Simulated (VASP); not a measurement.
# Si3H2C4 in VASP: a series of runs

Runs on Si3H2C4. Level: PBEsol. Tasks: single point, relaxation of the atoms.

Program: VASP 6.6.1. These are calculated values, not measurements. Logs are shortened: lines on timing, memory, paths and dates and some standing lists are left out, and cuts for length are marked.

### 1 The cell of the first run

The cell holds a slab with vacuum, 18 atoms: a = 6.161 Å, b = 3.081 Å, c = 20.037 Å, α = 90.00°, β = 90.00°, γ = 90.00°.

### 2 Single point, PBEsol

INCAR reads:

```
PREC = Accurate
ENCUT = 520
EDIFF = 1E-6
ISMEAR = 0
SIGMA = 0.05
LREAL = Auto
LASPH = True
NELM = 60
ALGO = Normal
ISIF = 2
LWAVE = False
LCHARG = False
LDIPOL = True
IDIPOL = 3
DIPOL = 0.5 0.5 0.352
GGA = PS
NBANDS = 45
```

KPOINTS reads:

```
Automatic mesh
0
Gamma
  4 8 1
```

POSCAR reads:

```
Si3H2C4
1.0
    6.1612406585      0.0000000000      0.0000000000
    0.0000000000      3.0806203293      0.0000000000
    0.0000000000      0.0000000000     20.0373883794
C Si H
8 6 4
Direct
    0.5000000000      0.5000000000      0.2321862369
    0.0000000000      0.5000000000      0.2321862369
    0.7500000000      0.0000000000      0.3408993827
    0.2500000000      0.0000000000      0.3408993827
    0.0000218263      0.5000000000      0.4623427631
    0.5000216944      0.5000000000      0.4443051675
    0.3882310443      0.0000000000      0.5537325474
    0.6118412646      0.0000000000      0.5537325474
    0.2500000000      0.5000000000      0.2865428098
    0.7500000000      0.5000000000      0.2865428098
    0.5000074874      0.0000000000      0.3932439967
    0.0000060874      0.0000000000      0.4009618914
    0.7230548657      0.5000000000      0.5093034103
    0.2769999226      0.5000000000      0.5093038749
    0.5000000000      0.2248963861      0.1983620084
    0.5000000000      0.7751036139      0.1983620084
    0.0000000000      0.7747262802      0.1982371399
    0.0000000000      0.2252737198      0.1982371399
```

Potentials or basis: VASP PAW PBE potentials, release 64 (C, Si, H).

Command:

```console
$ cat potpaw_PBE.64/C/POTCAR potpaw_PBE.64/Si/POTCAR potpaw_PBE.64/H/POTCAR > POTCAR
$ mpirun -np 1 vasp_std > vasp.out
```

OUTCAR:

```text
PREC = Accurate
   ENCUT = 520
   EDIFF = 1E-6
   ISMEAR = 0
   LREAL = Auto
   LASPH = True
   NELM = 60
   ISIF = 2
   GGA = PS

 ion  position               nearest neighbor table
   1  0.500  0.500  0.232-  15 1.09  16 1.09   9 1.89  10 1.89
   2  0.000  0.500  0.232-  17 1.09  18 1.09   9 1.89  10 1.89
   3  0.750  0.000  0.341-  11 1.86  10 1.89  10 1.89  12 1.95
   4  0.250  0.000  0.341-  11 1.86   9 1.89   9 1.89  12 1.95
   5  0.000  0.500  0.462-  13 1.95  14 1.95  12 1.97  12 1.97
   6  0.500  0.500  0.444-  11 1.85  11 1.85  14 1.89  13 1.89
   7  0.388  0.000  0.554-   8 1.38  14 1.91  14 1.91
   8  0.612  0.000  0.554-   7 1.38  13 1.91  13 1.91
   9  0.250  0.500  0.287-   1 1.89   2 1.89   4 1.89   4 1.89  11 3.05  11 3.05  10 3.08  10 3.08

  10  0.750  0.500  0.287-   1 1.89   2 1.89   3 1.89   3 1.89  11 3.05  11 3.05   9 3.08   9 3.08

  11  0.500  0.000  0.393-   6 1.85   6 1.85   3 1.86   4 1.86  10 3.05  10 3.05   9 3.05   9 3.05
                            12 3.08  12 3.08  14 3.11  14 3.11  13 3.11  13 3.11
  12  0.000  0.000  0.401-   4 1.95   3 1.95   5 1.97   5 1.97  11 3.08  11 3.08
  13  0.723  0.500  0.509-   6 1.89   8 1.91   8 1.91   5 1.95  14 2.75  11 3.11  11 3.11
  14  0.277  0.500  0.509-   6 1.89   7 1.91   7 1.91   5 1.95  13 2.75  11 3.11  11 3.11
  15  0.500  0.225  0.198-   1 1.09
  16  0.500  0.775  0.198-   1 1.09
  17  0.000  0.775  0.198-   2 1.09
  18  0.000  0.225  0.198-   2 1.09

  LATTYP: Found a simple orthorhombic cell.
 ALAT       =     3.0806203293
 B/A-ratio  =     2.0000000000
 C/A-ratio  =     6.5043355680

  Lattice vectors:

 A1 = (   0.0000000000,  -3.0806203293,   0.0000000000)
 A2 = (   6.1612406585,   0.0000000000,   0.0000000000)
 A3 = (   0.0000000000,   0.0000000000,  20.0373883794)

Analysis of symmetry for initial positions (statically):
=====================================================================
 Subroutine PRICEL returns:
 Original cell was already a primitive cell.

 Routine SETGRP: Setting up the symmetry group for a
 simple orthorhombic supercell.

 Subroutine GETGRP returns: Found  2 space group operations
 (whereof  2 operations were pure point group operations)
 out of a pool of  8 trial point group operations.

The static configuration has the point symmetry C_1h.

Analysis of symmetry for dynamics (positions and initial velocities):
=====================================================================
 Subroutine PRICEL returns:
 Original cell was already a primitive cell.

 Routine SETGRP: Setting up the symmetry group for a
 simple orthorhombic supercell.

 Subroutine GETGRP returns: Found  2 space group operations
 (whereof  2 operations were pure point group operations)
 out of a pool of  8 trial point group operations.

The dynamic configuration has the point symmetry C_1h.

 Subroutine INISYM returns: Found  2 space group operations
 (whereof  2 operations are pure point group operations),
 and found     1 'primitive' translations

----------------------------------------------------------------------------------------

                                     Primitive cell

  volume of cell :     380.3185

  direct lattice vectors                    reciprocal lattice vectors
     6.161240658  0.000000000  0.000000000     0.162304973  0.000000000  0.000000000
     0.000000000  3.080620329  0.000000000     0.000000000  0.324609946  0.000000000
     0.000000000  0.000000000 20.037388379     0.000000000  0.000000000  0.049906703

  length of vectors
     6.161240658  3.080620329 20.037388379     0.162304973  0.324609946  0.049906703

  position of ions in fractional coordinates (direct lattice)
     0.500000000  0.500000000  0.232186237
     0.000000000  0.500000000  0.232186237
     0.750000000  0.000000000  0.340899383
     0.250000000  0.000000000  0.340899383
     0.000021826  0.500000000  0.462342763
     0.500021694  0.500000000  0.444305167
[... 10 lines left out ...]
     0.000000000  0.774726280  0.198237140
     0.000000000  0.225273720  0.198237140

  ion indices of the primitive-cell ions
   primitive index   ion index
                 1           1
                 2           2
                 3           3
                 4           4
                 5           5
                 6           6
[... 10 lines left out ...]
                17          17
                18          18

----------------------------------------------------------------------------------------

 KPOINTS: Automatic mesh

Automatic generation of k-mesh.
 Grid dimensions read from file:
 generate k-points for:    4    8    1

 Generating k-lattice:

  Cartesian coordinates                     Fractional coordinates (reciprocal lattice)
     0.040576243  0.000000000  0.000000000     0.250000000  0.000000000  0.000000000
     0.000000000  0.040576243  0.000000000     0.000000000  0.125000000  0.000000000
     0.000000000  0.000000000  0.049906703     0.000000000  0.000000000  1.000000000

  Length of vectors
     0.040576243  0.040576243  0.049906703

  Shift w.r.t. Gamma in fractional coordinates (k-lattice)
     0.000000000  0.000000000  0.000000000

 Subroutine IBZKPT returns following result:
 ===========================================

 Found     15 irreducible k-points:

 Following reciprocal coordinates:
            Coordinates               Weight
  0.000000  0.000000  0.000000      1.000000
  0.250000  0.000000  0.000000      2.000000
  0.500000  0.000000  0.000000      1.000000
  0.000000  0.125000  0.000000      2.000000
  0.250000  0.125000  0.000000      4.000000
  0.500000  0.125000  0.000000      2.000000
  0.000000  0.250000  0.000000      2.000000
  0.250000  0.250000  0.000000      4.000000
  0.500000  0.250000  0.000000      2.000000
  0.000000  0.375000  0.000000      2.000000
  0.250000  0.375000  0.000000      4.000000
  0.500000  0.375000  0.000000      2.000000
  0.000000  0.500000  0.000000      1.000000
  0.250000  0.500000  0.000000      2.000000
  0.500000  0.500000  0.000000      1.000000
   k-points           NKPTS =     15   k-points in BZ     NKDIM =     15   number of bands    NBANDS=     45
   number of dos      NEDOS =    301   number of ions     NIONS =     18
   total plane-waves  NPLWV = 172800
   dimension x,y,z NGX =    48 NGY =   24 NGZ =  150
   dimension x,y,z NGXF=    96 NGYF=   48 NGZF=  300
   ions per type =               8   6   4
   NGX,Y,Z   is equivalent  to a cutoff of  12.95, 12.95, 12.45 a.u.
   NGXF,Y,Z  is equivalent  to a cutoff of  25.90, 25.90, 24.89 a.u.
 SYSTEM =  unknown system
   PREC   = accura    normal or accurate (medium, high low for compatibility)
   ISTART =      0    job   : 0-new  1-cont  2-samecut
   ICHARG =      2    charge: 1-file 2-atom 10-const
   ISPIN  =      1    spin polarized calculation?
   LNONCOLLINEAR =      F non collinear calculations
   LSORBIT =      F    spin-orbit coupling
   LASPH  =      T    aspherical Exc in radial PAW
   ENCUT  =  520.0 eV  38.22 Ry    6.18 a.u.  11.46  5.73 37.26*2*pi/ulx,y,z
   NELM   =     60;   NELMIN=  2; NELMDL= -5     # of ELM steps
   EDIFF  = 0.1E-05   stopping-criterion for ELM
   LREAL  =      T    real-space projection
   EDIFFG = 0.1E-04   stopping-criterion for IOM
   NSW    =      0    number of steps for IOM
   IBRION =     -1    ionic relax: 0-MD 1-quasi-New 2-CG
   NFREE  =      0    steps in history (QN), initial steepest desc. (CG)
   ISIF   =      2    stress and relaxation
   ISYM   =      2    0-nonsym 1-usesym 2-fastsym
   POTIM  = 0.5000    time-step for ionic-motion
   TEBEG  =    0.0;   TEEND  =   0.0 temperature during run
   PSTRESS=    0.0 pullay stress
   NELECT =      60.0000    total number of electrons
   NUPDOWN=      -1.0000    fix difference up-down
   EMIN   =  10.00;   EMAX   =-10.00  energy-range for DOS
   EFERMI =   0.00;   METHOD = LEGACY
   ISMEAR =     0;   SIGMA  =   0.05  broadening in eV -4-tet -1-fermi 0-gaus
   EFERMI_NEDOS =   21; number of points for ismear=-14 and -15
   IALGO  =     38    algorithm
   IMIX   =      4    mixing-type and parameters
     AMIX     =   0.40;   BMIX     =  1.00
     AMIX_MAG =   1.60;   BMIX_MAG =  1.00
  volume/ion in A,a.u.               =      21.13       142.58
  Fermi-wavevector in a.u.,A,eV,Ry     =   0.884591  1.671636 10.646588  0.782502
  Thomas-Fermi vector in A             =   2.005512
   LORBIT       =      0    0 simple, 1 ext, 2 COOP (PROOUT), +10 PAW based schemes
   GGA     = PS    functional components
   LHFCALC =     F    Hartree Fock is set to
   AEXX    =    0.0000 exact exchange contribution
   IVDW    =     0    specifies the selected vdW correction
   LEPSILON=     F    determine dielectric tensor
   LRPA    =     F    only Hartree local field effects (RPA)
 non-spin polarized calculation
 Gauss-broadening in eV      SIGMA  =   0.05
  energy-cutoff  :      520.00
  volume of cell :      380.32
 maximum number of plane-waves:     10275
 NGX is ok and might be reduce to    48
   NGX = 23   NGY = 11   NGZ = 75

 dipolmoment           0.000000      0.000000     -0.000129 electrons x Angstroem

 number of electron      59.9999999 magnetization

 dipolmoment           0.000000      0.000000      0.161068 electrons x Angstroem

 Free energy of the ion-electron system (eV)
  ---------------------------------------------------
  ext. energy  EPLUGINS =         0.00000000
  ---------------------------------------------------
  free energy    TOTEN  =      -123.76255661 eV

  energy without entropy =     -123.76089622  energy(sigma->0) =     -123.76172642

 E-fermi :   1.0219     XC(G=0):  -5.3040

 val. band max:        0.9769234688   @ k =   0.0000   0.0000   0.0000
 cond. band min:       1.0719430477   @ k =   0.2500   0.0000   0.0000
 fundamental gap:      0.0950195789
 Fermi energy:         1.0218638638

 k-point     1 :       0.0000    0.0000    0.0000
  band No.  band energies     occupation
      1     -15.7026      2.00000
      2     -14.7851      2.00000
      3     -13.4479      2.00000
      4     -12.5489      2.00000
      5     -12.2226      2.00000
      6     -12.1946      2.00000
[... 664 lines left out ...]
     41       5.9646      0.00000
     42       6.5225      0.00000
 [bands above 42 left out]

------------------------ aborting loop because EDIFF is reached ----------------------------------------

 vacuum level on the upper side and lower side of the slab       (xc-potential included)         0.585        -0.890

  FORCE on cell =-STRESS in cart. coord.  units (eV):
  Direction    XX          YY          ZZ          XY          YZ          ZX
  --------------------------------------------------------------------------------------
  -------------------------------------------------------------------------------------
  Total       -5.1481095     10.9060340     -5.8419531      0.0000000      0.0000000     -0.0052375
  in kB      -21.6875700     45.9441228    -24.6105423      0.0000000      0.0000000     -0.0220641
  external PRESSURE =      -0.1179965 kB  Pullay stress =       0.0000000 kB

 VOLUME and BASIS-vectors are now :
 -----------------------------------------------------------------------------
  energy-cutoff  :      520.00
  volume of cell :      380.32
      direct lattice vectors                 reciprocal lattice vectors
     6.161240658  0.000000000  0.000000000     0.162304973  0.000000000  0.000000000
     0.000000000  3.080620329  0.000000000     0.000000000  0.324609946  0.000000000
     0.000000000  0.000000000 20.037388379     0.000000000  0.000000000  0.049906703

 POSITION                                       TOTAL-FORCE (eV/Angst)
 -----------------------------------------------------------------------------------
      3.08062      1.54031      4.65241        -0.000068      0.000000      0.744443
      0.00000      1.54031      4.65241        -0.000063      0.000000      0.560389
      4.62093      0.00000      6.83073         0.775013      0.000000      0.337875
      1.54031      0.00000      6.83073        -0.773844      0.000000      0.338365
      0.00013      1.54031      9.26414         0.000161      0.000000     -0.007611
      3.08075      1.54031      8.90272         0.000076      0.000000     -0.008416
[... 10 lines left out ...]
      0.00000      2.38664      3.97215        -0.000056      0.027635     -0.020211
      0.00000      0.69398      3.97215        -0.000056     -0.027635     -0.020211
 -----------------------------------------------------------------------------------
    total drift:                                0.001101     -0.000000     -0.022036

  FREE ENERGIE OF THE ION-ELECTRON SYSTEM (eV)
  ---------------------------------------------------
  free  energy   TOTEN  =      -123.7625566091 eV

  energy  without entropy=     -123.7608962217  energy(sigma->0) =     -123.76172642

 vacuum level on the upper side and lower side of the slab         5.616         4.094
```

Run time: 6 min. Hardware: 1 thread of AMD EPYC 9R45 (Zen 5), shared host; peak memory 0.48 GiB.

What came out:

| Quantity | Value |
| --- | --- |
| Free energy | -123.7626 eV |
| Largest force | 0.845 eV/Å |
| Band gap on the k mesh | zero (bands 30 and 31 overlap by 0.51 eV) |

Forces on the atoms (eV/Å):
```
C    0.000  0.000  0.744
C    0.000  0.000  0.560
C    0.775  0.000  0.338
C   -0.774  0.000  0.338
C    0.000  0.000 -0.008
C    0.000  0.000 -0.008
C   -0.084  0.000 -0.486
C    0.084  0.000 -0.486
Si  -0.439  0.000 -0.454
Si   0.439  0.000 -0.455
Si  -0.001  0.000 -0.005
Si   0.000  0.000  0.008
Si   0.014  0.000  0.001
Si  -0.015  0.000  0.002
H    0.000 -0.030 -0.025
H    0.000  0.030 -0.025
H    0.000  0.028 -0.020
H    0.000 -0.028 -0.020
```

Caveat: the PAW data sets were made with another functional, which shifts forces and pressure a little.

### 3 Relaxation of the atoms, PBEsol

INCAR reads:

```
SYSTEM = Si3H2C4
PREC = Accurate
ENCUT = 520
EDIFF = 1E-6
ISMEAR = 0
SIGMA = 0.05
LREAL = Auto
LASPH = .TRUE.
NELM = 80
ALGO = Fast
ISIF = 2
LWAVE = .FALSE.
LCHARG = .FALSE.
LDIPOL = .TRUE.
IDIPOL = 3
DIPOL = 0.5 0.5 0.350
GGA = PS
IBRION = 2
NSW = 50
EDIFFG = -0.03
```

KPOINTS reads:

```
Automatic mesh
0
G
  4 8 1
  0 0 0
```

POSCAR reads:

```
Si3H2C4
1.0
    6.1612406585      0.0000000000      0.0000000000
    0.0000000000      3.0806203293      0.0000000000
    0.0000000000      0.0000000000     20.0373883794
C Si H
8 6 4
Selective dynamics
Direct
    0.5000000000      0.5000000000      0.2321862369  F F F
    0.0000000000      0.5000000000      0.2321862369  F F F
    0.7500000000      0.0000000000      0.3408993827  F F F
    0.2500000000      0.0000000000      0.3408993827  F F F
    0.0000000000      0.5000000000      0.4599216050  T T T
    0.5000000000      0.5000000000      0.4412154331  T T T
    0.3878695791      0.0000000000      0.5395091369  T T F
    0.6121304209      0.0000000000      0.5467955156  T T F
    0.2500000000      0.5000000000      0.2865428098  F F F
    0.7500000000      0.5000000000      0.2865428098  F F F
    0.5000000000      0.0000000000      0.3915692722  T T T
    0.0000000000      0.0000000000      0.3995846483  T T T
    0.7234662979      0.5000000000      0.5059672534  T T T
    0.2765337021      0.5000000000      0.5059672534  T T T
    0.5000000000      0.2248963861      0.1983620084  F F F
    0.5000000000      0.7751036139      0.1983620084  F F F
    0.0000000000      0.7747262802      0.1982371399  F F F
    0.0000000000      0.2252737198      0.1982371399  F F F
```

Potentials or basis: VASP PAW PBE potentials, release 64 (C, Si, H).

Command:

```console
$ cat potpaw_PBE.64/C/POTCAR potpaw_PBE.64/Si/POTCAR potpaw_PBE.64/H/POTCAR > POTCAR
$ mpirun -np 1 vasp_std > vasp.out
```

Run time: 27 min. Hardware: 1 thread of Oxide Virtual Turin-like, shared host; peak memory 0.5 GiB.

It converged, with:

| Property | Result |
| --- | --- |
| Free energy | -123.7443 eV |
| Energy gained by relaxing | 3.5 meV/atom |
| Ionic steps | 13 |
| Band gap on the k mesh | zero (bands 30 and 31 overlap by 0.09 eV) |

The path:
| step | energy change (eV) | largest force on free atoms (eV/Å) | pressure (GPa) |
| --- | --- | --- | --- |
| 1 | 0.0000 | 1.3175 | 2.06 |
| 2 | -0.0379 | 0.7565 | 2.04 |
| 3 | -0.0417 | 0.4623 | 2.04 |
| 4 | -0.0471 | 0.9226 | 1.91 |
| 5 | -0.0526 | 0.3869 | 1.96 |
| 6 | -0.0601 | 0.2070 | 2.09 |
| 7 | -0.0603 | 0.1756 | 2.07 |
| 8 | -0.0622 | 0.0913 | 2.07 |
| 9 | -0.0624 | 0.0919 | 2.07 |
| 10 | -0.0626 | 0.1304 | 2.05 |
| 11 | -0.0627 | 0.0735 | 2.05 |
| 12 | -0.0628 | 0.0564 | 2.08 |
| 13 | -0.0629 | 0.0278 | 2.07 |

Final structure:
```xyz
18
Lattice="6.1612 0.0000 0.0000 0.0000 3.0806 0.0000 0.0000 0.0000 20.0374" Properties=species:S:1:pos:R:3 pbc="T T T"
C     3.0806    1.5403    4.6524
C     0.0000    1.5403    4.6524
C     4.6209    0.0000    6.8307
C     1.5403    0.0000    6.8307
C     6.1474    1.5403    9.1888
C     3.1001    1.5403    8.8034
C     2.3976    0.0000   10.8104
C     3.7737    0.0000   10.9564
Si    1.5403    1.5403    5.7416
Si    4.6209    1.5403    5.7416
Si    3.0854    0.0000    7.8258
Si    6.1519    0.0000    7.9908
Si    4.4494    1.5403   10.1314
Si    1.6904    1.5403   10.0551
H     3.0806    0.6928    3.9747
H     3.0806    2.3878    3.9747
H     0.0000    2.3866    3.9722
H     0.0000    0.6940    3.9722
```

Levels at points of the mesh, in eV from the Fermi level:
```
           k point  band 26  band 27  band 28  band 29  band 30  band 31  band 32  band 33  band 34  band 35
(0.00, 0.00, 0.00)    -2.12    -1.65    -1.49    -1.38    -0.18     0.89     1.29     2.74     2.90     3.50
(0.50, 0.00, 0.00)    -2.54    -1.91    -1.56    -1.44     0.04     0.89     2.37     2.96     3.27     3.47
(0.00, 0.50, 0.00)    -2.71    -2.22    -2.20    -2.11    -1.61    -0.05     1.51     2.86     3.19     3.66
(0.50, 0.50, 0.00)    -3.92    -3.38    -2.89    -2.55    -2.11     0.66     2.31     2.70     3.15     3.39
```

Caveat: the PAW data sets were made with another functional, which shifts forces and pressure a little.
